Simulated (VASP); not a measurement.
**BP: relaxation of cell and atoms with PBE**

The system is BP.

```
B P
1.0
     2.95405    0.00000    0.00000
     0.00000    2.95405    0.00000
     0.00000    0.00000    2.95405
B P
1 1
Direct
  0.50000 0.50000 0.50000
  0.00000 0.00000 0.00000
```

```json
{
  "Program": "VASP 6.6.1",
  "Task": "relaxation of cell and atoms",
  "Functional": "PBE",
  "Potentials or basis": "VASP PAW PBE potentials, release 64 (B, P)",
  "Cutoff": "600 eV",
  "k mesh": "6 × 6 × 6",
  "Occupations": "gaussian, width 0.1 eV",
  "Spin": "no spin polarisation",
  "Dipole correction": "no",
  "Further INCAR settings": "ALGO = Normal; EDIFF = 1e-07; IBRION = 2; EDIFFG = -0.04; NSW = 90; ISIF = 3"
}
```

- Relaxed volume: 10.19 Å³/atom
- Relaxed cell: a = 2.731 Å, b = 2.731 Å, c = 2.731 Å, α = 90.00°, β = 90.00°, γ = 90.00°
- Space group after relaxing (to 0.05 Å): Pm-3m (No. 221)
- Energy gained by relaxing: 190.5 meV/atom
- Ionic steps: 3
- Pressure after relaxing: 0.1 GPa

Step by step:
| step | energy change (eV) | largest force (eV/Å) | pressure (GPa) | volume (Å³) |
| --- | --- | --- | --- | --- |
| 1 | 0.0000 | 0.0000 | -18.70 | 25.78 |
| 2 | -0.3804 | 0.0000 | -1.21 | 20.56 |
| 3 | -0.3811 | 0.0000 | 0.09 | 20.37 |

Final structure:
```yaml
crystal:
  lattice:
    - [2.73108, 0.00000, 0.00000]
    - [0.00000, 2.73108, 0.00000]
    - [0.00000, 0.00000, 2.73108]
  atoms:
    - { symbol: B, position: [0.50000, 0.50000, 0.50000] }
    - { symbol: P, position: [0.00000, 0.00000, 0.00000] }
```

Levels at points of the mesh, in eV from the Fermi level:
| k point | band 1 | band 2 | band 3 | band 4 | band 5 | band 6 | band 7 | band 8 |
| --- | --- | --- | --- | --- | --- | --- | --- | --- |
| (0.00, 0.00, 0.00) | -17.05 | -1.15 | -1.15 | -1.15 | 1.91 | 4.36 | 4.36 | 10.58 |
| (0.50, 0.00, 0.00) | -13.43 | -11.39 | 2.77 | 2.77 | 3.29 | 3.29 | 4.85 | 5.99 |
| (0.50, 0.50, 0.00) | -9.37 | -8.04 | -8.04 | -6.10 | 4.94 | 5.34 | 8.17 | 8.17 |
| (0.50, 0.50, 0.50) | -5.77 | -3.76 | -3.76 | -3.76 | -3.09 | -3.09 | -3.09 | -1.74 |

Wall time 8 s on 1 thread of Intel Xeon 6975P-C (shared host), peak memory 0.13 GiB.

Caveat: the volume moved by over 15 % at a fixed basis, so the end points are rough; the bands computed are all filled at some k points, so no gap is given.
